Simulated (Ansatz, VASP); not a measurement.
**One calculation of BN, two programs**

```xyz
2
Lattice="0.0000 1.7940 1.7940 1.7940 0.0000 1.7940 1.7940 1.7940 0.0000" Properties=species:S:1:pos:R:3 pbc="T T T"
B     0.8970    0.8970    0.8970
N     1.7940    1.7940    1.7940
```

Alike in both runs: task single point; functional PBE; k mesh 12 × 12 × 12; occupations gaussian, width 0.02 eV; no spin polarisation.

|  | VASP | Ansatz |
| --- | --- | --- |
| version | VASP 6.6.1 | Ansatz 0.2.0 |
| potentials or method | VASP PAW PBE potentials, release 64 (B, N), cutoff 520 eV | scalar-relativistic, plane waves, PAW |
| valence electrons in the cell | 8 | 8 |

```tsv
	VASP	Ansatz	Ansatz less VASP
gap on the k mesh at the Fermi level (eV)	4.48	4.49	+0.010
least direct gap on the mesh (eV)	8.93	8.94	+0.009
pressure (GPa)	12.3	12.0	-0.34
```
